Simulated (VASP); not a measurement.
# BeB2P4 (I4/mmm) in VASP: single point with PBE

Aim: the single point of BeB2P4 with PBE.

All numbers are computed with VASP 6.6.1; they aren't measurements. Logs are shortened: lines on timing, memory, paths and dates and some standing lists are left out, and cuts for length are marked.

### 1 The cell of the first run

It takes space group I4/mmm (No. 139, tetragonal). The conventional cell has a = 4.194 Å, b = 4.194 Å, c = 11.260 Å, α = 90.00°, β = 90.00°, γ = 90.00°. Within 2.8 Å of Be (site symmetry 4/mmm) lie 4 P at 2.10 Å. B (site symmetry 4mm) has 1 B at 1.64 Å and 1 P at 1.88 Å within 2.2 Å. Within 2.8 Å of P (site symmetry mmm) lie 2 Be at 2.10 Å and 4 B at 2.25 Å. P (site symmetry 4mm) has 1 B at 1.88 Å within 2.5 Å.

### 2 Single point, PBE

File INCAR:

```
ALGO     = Normal         # electronic algorithm
EDIFF    = 1E-6           # SCF threshold, eV
ENCUT    = 520            # plane-wave cutoff, eV
GGA      = PE             # functional
ISIF     = 2              # what is computed and relaxed
ISMEAR   = 0              # smearing method
LASPH    = T              # aspherical terms in the spheres
LCHARG   = F              # write CHGCAR
LREAL    = F              # projectors in reciprocal space
LWAVE    = F              # write WAVECAR
NBANDS   = 23             # bands
NELM     = 100            # most SCF steps
PREC     = Accurate       # precision mode
SIGMA    = 0.1            # smearing width, eV
```

File KPOINTS:

```
k-points
0
Gamma
  6 6 6
```

File POSCAR:

```
BeB2P4
1.0
   -2.0971901796      2.0971901796      5.6301299149
    2.0971901796     -2.0971901796      5.6301299149
    2.0971901796      2.0971901796     -5.6301299149
Be B P
1 2 4
Direct
    0.0000000000      0.0000000000      0.0000000000
    0.4273739892      0.4273739892      0.0000000000
    0.5726260108      0.5726260108      0.0000000000
    0.5000000000      0.0000000000      0.5000000000
    0.0000000000      0.5000000000      0.5000000000
    0.2601554133      0.2601554133      0.0000000000
    0.7398445867      0.7398445867      0.0000000000
```

Potentials or basis: VASP PAW PBE potentials, release 64 (Be, B, P).

Started as:

```sh
> cat potpaw_PBE.64/Be/POTCAR potpaw_PBE.64/B/POTCAR potpaw_PBE.64/P/POTCAR > POTCAR
> mpirun -np 1 vasp_std > vasp.out
```

OUTCAR:

```text
EDIFF = 1E-6
   ENCUT = 520
   GGA = PE
   ISIF = 2
   ISMEAR = 0
   LASPH = T
   LREAL = F
   NELM = 100
   PREC = Accurate

 ion  position               nearest neighbor table
   1  0.000  0.000  0.000-   4 2.10   5 2.10   5 2.10   4 2.10
   2  0.427  0.427  0.000-   3 1.64   6 1.88   5 2.25   4 2.25   4 2.25   5 2.25
   3  0.573  0.573  0.000-   2 1.64   7 1.88   5 2.25   4 2.25   4 2.25   5 2.25
   4  0.500  0.000  0.500-   1 2.10   1 2.10   2 2.25   3 2.25   2 2.25   3 2.25
   5  0.000  0.500  0.500-   1 2.10   1 2.10   2 2.25   3 2.25   3 2.25   2 2.25
   6  0.260  0.260  0.000-   2 1.88
   7  0.740  0.740  0.000-   3 1.88

  LATTYP: Found a body centered tetragonal cell.
 ALAT       =     4.1943803592
 C/A-ratio  =     2.6846062745

  Lattice vectors:

 A1 = (  -2.0971901796,   2.0971901796,   5.6301299149)
 A2 = (   2.0971901796,  -2.0971901796,   5.6301299149)
 A3 = (   2.0971901796,   2.0971901796,  -5.6301299149)

Analysis of symmetry for initial positions (statically):
=====================================================================
 Subroutine PRICEL returns:
 Original cell was already a primitive cell.

 Routine SETGRP: Setting up the symmetry group for a
 body centered tetragonal supercell.

 Subroutine GETGRP returns: Found 16 space group operations
 (whereof 16 operations were pure point group operations)
 out of a pool of 16 trial point group operations.

The static configuration has the point symmetry D_4h.

Analysis of symmetry for dynamics (positions and initial velocities):
=====================================================================
 Subroutine PRICEL returns:
 Original cell was already a primitive cell.

 Routine SETGRP: Setting up the symmetry group for a
 body centered tetragonal supercell.

 Subroutine GETGRP returns: Found 16 space group operations
 (whereof 16 operations were pure point group operations)
 out of a pool of 16 trial point group operations.

The dynamic configuration has the point symmetry D_4h.

 Subroutine INISYM returns: Found 16 space group operations
 (whereof 16 operations are pure point group operations),
 and found     1 'primitive' translations

----------------------------------------------------------------------------------------

                                     Primitive cell

  volume of cell :      99.0499

  direct lattice vectors                    reciprocal lattice vectors
    -2.097190180  2.097190180  5.630129915     0.000000000  0.238414239  0.088807897
     2.097190180 -2.097190180  5.630129915     0.238414239  0.000000000  0.088807897
     2.097190180  2.097190180 -5.630129915     0.238414239  0.238414239  0.000000000

  length of vectors
     6.363550594  6.363550594  6.363550594     0.254417358  0.254417358  0.337168650

  position of ions in fractional coordinates (direct lattice)
     0.000000000  0.000000000  0.000000000
     0.427373989  0.427373989  0.000000000
     0.572626011  0.572626011  0.000000000
     0.500000000  0.000000000  0.500000000
     0.000000000  0.500000000  0.500000000
     0.260155413  0.260155413  0.000000000
     0.739844587  0.739844587  0.000000000

  ion indices of the primitive-cell ions
   primitive index   ion index
                 1           1
                 2           2
                 3           3
                 4           4
                 5           5
                 6           6
                 7           7

----------------------------------------------------------------------------------------

 KPOINTS: k-points

Automatic generation of k-mesh.
 Grid dimensions read from file:
 generate k-points for:    6    6    6

 Generating k-lattice:

  Cartesian coordinates                     Fractional coordinates (reciprocal lattice)
     0.000000000  0.039735706  0.014801316     0.166666667  0.000000000  0.000000000
     0.039735706  0.000000000  0.014801316     0.000000000  0.166666667  0.000000000
     0.039735706  0.039735706  0.000000000     0.000000000  0.000000000  0.166666667

  Length of vectors
     0.042402893  0.042402893  0.056194775

  Shift w.r.t. Gamma in fractional coordinates (k-lattice)
     0.000000000  0.000000000  0.000000000

 Subroutine IBZKPT returns following result:
 ===========================================

 Found     30 irreducible k-points:

 Following reciprocal coordinates:
            Coordinates               Weight
  0.000000  0.000000  0.000000      1.000000
  0.166667  0.000000  0.000000      8.000000
  0.333333  0.000000  0.000000      8.000000
  0.500000  0.000000 -0.000000      4.000000
  0.166667  0.166667  0.000000      8.000000
  0.333333  0.166667  0.000000     16.000000
[... 16 lines left out ...]
 -0.333333 -0.333333  0.166667      8.000000
 -0.166667 -0.333333  0.166667      8.000000
 [... further k-points ...]
   k-points           NKPTS =     30   k-points in BZ     NKDIM =     30   number of bands    NBANDS=     23
   number of dos      NEDOS =    301   number of ions     NIONS =      7
   total plane-waves  NPLWV = 110592
   dimension x,y,z NGX =    48 NGY =   48 NGZ =   48
   dimension x,y,z NGXF=    96 NGYF=   96 NGZF=   96
   ions per type =               1   2   4
   NGX,Y,Z   is equivalent  to a cutoff of  12.54, 12.54, 12.54 a.u.
   NGXF,Y,Z  is equivalent  to a cutoff of  25.08, 25.08, 25.08 a.u.
 SYSTEM =  unknown system
   PREC   = accura    normal or accurate (medium, high low for compatibility)
   ISTART =      0    job   : 0-new  1-cont  2-samecut
   ICHARG =      2    charge: 1-file 2-atom 10-const
   ISPIN  =      1    spin polarized calculation?
   LNONCOLLINEAR =      F non collinear calculations
   LSORBIT =      F    spin-orbit coupling
   LASPH  =      T    aspherical Exc in radial PAW
   ENCUT  =  520.0 eV  38.22 Ry    6.18 a.u.  11.83 11.83 11.83*2*pi/ulx,y,z
   NELM   =    100;   NELMIN=  2; NELMDL= -5     # of ELM steps
   EDIFF  = 0.1E-05   stopping-criterion for ELM
   LREAL  =      F    real-space projection
   EDIFFG = 0.1E-04   stopping-criterion for IOM
   NSW    =      0    number of steps for IOM
   IBRION =     -1    ionic relax: 0-MD 1-quasi-New 2-CG
   NFREE  =      0    steps in history (QN), initial steepest desc. (CG)
   ISIF   =      2    stress and relaxation
   ISYM   =      2    0-nonsym 1-usesym 2-fastsym
   POTIM  = 0.5000    time-step for ionic-motion
   TEBEG  =    0.0;   TEEND  =   0.0 temperature during run
   PSTRESS=    0.0 pullay stress
   NELECT =      28.0000    total number of electrons
   NUPDOWN=      -1.0000    fix difference up-down
   EMIN   =  10.00;   EMAX   =-10.00  energy-range for DOS
   EFERMI =   0.00;   METHOD = LEGACY
   ISMEAR =     0;   SIGMA  =   0.10  broadening in eV -4-tet -1-fermi 0-gaus
   EFERMI_NEDOS =   21; number of points for ismear=-14 and -15
   IALGO  =     38    algorithm
   IMIX   =      4    mixing-type and parameters
     AMIX     =   0.40;   BMIX     =  1.00
     AMIX_MAG =   1.60;   BMIX_MAG =  1.00
  volume/ion in A,a.u.               =      14.15        95.49
  Fermi-wavevector in a.u.,A,eV,Ry     =   1.074425  2.030369 15.706421  1.154389
  Thomas-Fermi vector in A             =   2.210253
   LORBIT       =      0    0 simple, 1 ext, 2 COOP (PROOUT), +10 PAW based schemes
   GGA     = PE    functional components
   LHFCALC =     F    Hartree Fock is set to
   AEXX    =    0.0000 exact exchange contribution
   IVDW    =     0    specifies the selected vdW correction
   LEPSILON=     F    determine dielectric tensor
   LRPA    =     F    only Hartree local field effects (RPA)
 non-spin polarized calculation
 Gauss-broadening in eV      SIGMA  =   0.10
  energy-cutoff  :      520.00
  volume of cell :       99.05
 maximum number of plane-waves:      2681
   NGX = 23   NGY = 23   NGZ = 23

 number of electron      27.9999998 magnetization

 Free energy of the ion-electron system (eV)
  ---------------------------------------------------
  ext. energy  EPLUGINS =         0.00000000
  ---------------------------------------------------
  free energy    TOTEN  =       -34.25470383 eV

  energy without entropy =      -34.23604903  energy(sigma->0) =      -34.24537643

 E-fermi :   5.7038     XC(G=0): -10.3062

 val. band max:        5.7019681339   @ k =   0.3333   0.1667   0.0000
 cond. band min:       5.7094535086   @ k =   0.0000   0.0000   0.0000
 fundamental gap:      0.0074853747
 Fermi energy:         5.7038276780

 k-point     1 :       0.0000    0.0000    0.0000
  band No.  band energies     occupation
      1      -8.7972      2.00000
      2      -5.3270      2.00000
      3      -3.6927      2.00000
      4      -2.0347      2.00000
      5      -0.9031      2.00000
      6      -0.9031      2.00000
[... 15 lines left out ...]
     22      10.8012      0.00000
     23      11.8580      0.00000

 k-point     2 :       0.1667    0.0000    0.0000
  band No.  band energies     occupation
      1      -8.6012      2.00000
      2      -5.2693      2.00000
      3      -3.7532      2.00000
      4      -3.3730      2.00000
      5      -0.7353      2.00000
      6      -0.6437      2.00000
[... 15 lines left out ...]
     22      11.9037      0.00000
     23      12.1421      0.00000

 k-point     3 :       0.3333    0.0000    0.0000
  band No.  band energies     occupation
      1      -8.0555      2.00000
      2      -5.1768      2.00000
      3      -4.9521      2.00000
      4      -3.9597      2.00000
      5      -0.3885      2.00000
      6      -0.2818      2.00000
[... 15 lines left out ...]
     22      11.9212      0.00000
     23      13.1654      0.00000

 k-point     4 :       0.5000    0.0000   -0.0000
  band No.  band energies     occupation
      1      -7.5620      2.00000
      2      -5.9588      2.00000
      3      -4.8098      2.00000
      4      -4.2670      2.00000
      5      -0.2705      2.00000
      6       0.0871      2.00000
[... 15 lines left out ...]
     22      12.6152      0.00000
     23      12.8062      0.00000

 k-point     5 :       0.1667    0.1667    0.0000
  band No.  band energies     occupation
      1      -8.3812      2.00000
      2      -5.3475      2.00000
      3      -3.7260      2.00000
      4      -3.6945      2.00000
      5      -2.2125      2.00000
      6       0.0292      2.00000
[... 15 lines left out ...]
     22      11.7494      0.00000
     23      12.6539      0.00000

 k-point     6 :       0.3333    0.1667    0.0000
  band No.  band energies     occupation
      1      -7.8205      2.00000
      2      -5.2319      2.00000
      3      -4.9808      2.00000
      4      -3.8756      2.00000
      5      -2.2768      2.00000
      6       0.4409      2.00000
[... 15 lines left out ...]
     22      11.9284      0.00000
     23      12.2872      0.00000

 k-point     7 :       0.5000    0.1667   -0.0000
  band No.  band energies     occupation
      1      -7.3628      2.00000
      2      -5.8405      2.00000
      3      -4.8029      2.00000
      4      -4.1881      2.00000
      5      -2.1999      2.00000
      6       0.4027      2.00000
[... 353 lines left out ...]
     22      11.5443      0.00000
     23      12.6664      0.00000

 k-point    21 :      -0.3333    0.5000    0.1667
  band No.  band energies     occupation
      1      -7.7285      2.00000
      2      -5.5221      2.00000
      3      -5.0906      2.00000
      4      -3.7172      2.00000
      5      -2.0865      2.00000
      6       0.9312      2.00000
[... 15 lines left out ...]
     22      11.6401      0.00000
     23      12.3649      0.00000

 k-point    22 :      -0.1667    0.5000    0.1667
  band No.  band energies     occupation
      1      -7.9558      2.00000
      2      -5.5355      2.00000
      3      -5.1370      2.00000
      4      -3.5652      2.00000
      5      -0.3332      2.00000
      6      -0.3004      2.00000
[... 15 lines left out ...]
     22      11.7399      0.00000
     23      13.1210      0.00000

 k-point    23 :      -0.3333   -0.3333    0.1667
  band No.  band energies     occupation
      1      -8.2695      2.00000
      2      -5.8138      2.00000
      3      -3.7201      2.00000
      4      -3.5981      2.00000
      5      -1.9332      2.00000
      6       0.8562      2.00000
[... 15 lines left out ...]
     22      12.0045      0.00000
     23      12.0764      0.00000

 k-point    24 :      -0.1667   -0.3333    0.1667
  band No.  band energies     occupation
      1      -8.5098      2.00000
      2      -5.7454      2.00000
      3      -3.6415      2.00000
      4      -3.1397      2.00000
      5      -0.7896      2.00000
      6      -0.6068      2.00000
[... 15 lines left out ...]
     22      11.7886      0.00000
     23      12.0514      0.00000

 [... further k-points ...]
[... 5 lines left out ...]
  --------------------------------------------------------------------------------------
  -------------------------------------------------------------------------------------
  Total        0.1545061      0.1545061     -0.0859804      0.0000000      0.0000000      0.0000000
  in kB        2.4992065      2.4992065     -1.3907726      0.0000000      0.0000000      0.0000000
  external PRESSURE =       1.2025468 kB  Pullay stress =       0.0000000 kB

 VOLUME and BASIS-vectors are now :
 -----------------------------------------------------------------------------
  energy-cutoff  :      520.00
  volume of cell :       99.05
      direct lattice vectors                 reciprocal lattice vectors
    -2.097190180  2.097190180  5.630129915     0.000000000  0.238414239  0.088807897
     2.097190180 -2.097190180  5.630129915     0.238414239  0.000000000  0.088807897
     2.097190180  2.097190180 -5.630129915     0.238414239  0.238414239  0.000000000

 POSITION                                       TOTAL-FORCE (eV/Angst)
 -----------------------------------------------------------------------------------
      0.00000      0.00000      0.00000        -0.000000     -0.000000      0.000000
      0.00000      0.00000      4.81234        -0.000000     -0.000000     -0.008072
      0.00000      0.00000      6.44792        -0.000000     -0.000000      0.008072
      0.00000      2.09719      0.00000        -0.000000     -0.000000     -0.000000
      2.09719      0.00000      0.00000        -0.000000     -0.000000      0.000000
      0.00000      0.00000      2.92942         0.000000      0.000000      0.021609
      0.00000      0.00000      8.33084         0.000000      0.000000     -0.021609
 -----------------------------------------------------------------------------------
    total drift:                                0.000000      0.000000      0.000000

  FREE ENERGIE OF THE ION-ELECTRON SYSTEM (eV)
  ---------------------------------------------------
  free  energy   TOTEN  =       -34.2547038317 eV

  energy  without entropy=      -34.2360490275  energy(sigma->0) =      -34.24537643
```

Run time: 89 s. Hardware: 1 thread of Intel Xeon Platinum 8259CL at 2.50GHz (Skylake/Cascade Lake), shared host; peak memory 0.31 GiB.

Results:

* Free energy: -34.2547 eV
* Pressure: 0.1 GPa
* Largest force: 0.022 eV/Å
* Band gap on the k mesh: zero (band 14 reaches 7.56 eV, above the bottom of band 15 at 5.25 eV)

Forces on the atoms (eV/Å):
```
Be   0.000  0.000  0.000
B    0.000  0.000 -0.008
B    0.000  0.000  0.008
P    0.000  0.000  0.000
P    0.000  0.000  0.000
P    0.000  0.000  0.022
P    0.000  0.000 -0.022
```

Levels at points of the mesh, in eV from the Fermi level:
| k point | band 12 | band 13 | band 14 | band 15 | band 16 | band 17 |
| --- | --- | --- | --- | --- | --- | --- |
| (0.00, 0.00, 0.00) | -1.11 | -1.11 | 0.01 | 0.76 | 3.08 | 3.08 |
| (0.50, 0.00, 0.00) | -1.22 | -1.14 | -0.32 | 0.03 | 0.86 | 2.57 |
| (0.50, 0.50, 0.00) | -0.36 | 1.25 | 1.53 | 2.00 | 2.50 | 2.96 |
| (0.50, 0.50, 0.50) | -1.93 | -0.93 | -0.93 | 0.44 | 0.45 | 0.45 |
